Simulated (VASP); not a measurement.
Input of a VASP 6.6.1 run:

File INCAR:

```
PREC = Accurate
ENCUT = 520
EDIFF = 1E-6
ISMEAR = 0
SIGMA = 0.1
LREAL = False
LASPH = True
NELM = 80
ALGO = Normal
ISIF = 2
LWAVE = False
LCHARG = False
GGA = PE
NBANDS = 21
```

KPOINTS

```
Automatic mesh
0
Gamma
  6 6 8
```

Contents of POSCAR:

```
C
1.0
    4.0742998918      0.0000000000      0.0000000000
   -2.0371499459      3.5284472089      0.0000000000
    0.0000000000      0.0000000000      2.5007923425
C
6
Direct
    0.3201207980      0.0000000000      0.5000000000
    0.0000000000      0.3201207980      0.8333333333
    0.6798792020      0.6798792020      0.1666666667
    0.6798792020      0.0000000000      0.5000000000
    0.0000000000      0.6798792020      0.8333333333
    0.3201207980      0.3201207980      0.1666666667
```

Potentials or basis: VASP PAW PBE potentials, release 64 (C).

Command:

```bash
$ cat potpaw_PBE.64/C/POTCAR > POTCAR
$ mpirun -np 1 vasp_std > vasp.out
```

Q: Predict the pressure.

A: 0.6 GPa.

Q: Estimate the band gap on the k mesh.

A: Zero (band 12 reaches 11.17 eV, above the bottom of band 13 at 6.92 eV).

Forces on the atoms (eV/Å):
```
C   -0.023  0.000  0.000
C    0.012 -0.020  0.000
C    0.012  0.020  0.000
C    0.023  0.000  0.000
C   -0.012  0.020  0.000
C   -0.012 -0.020  0.000
```
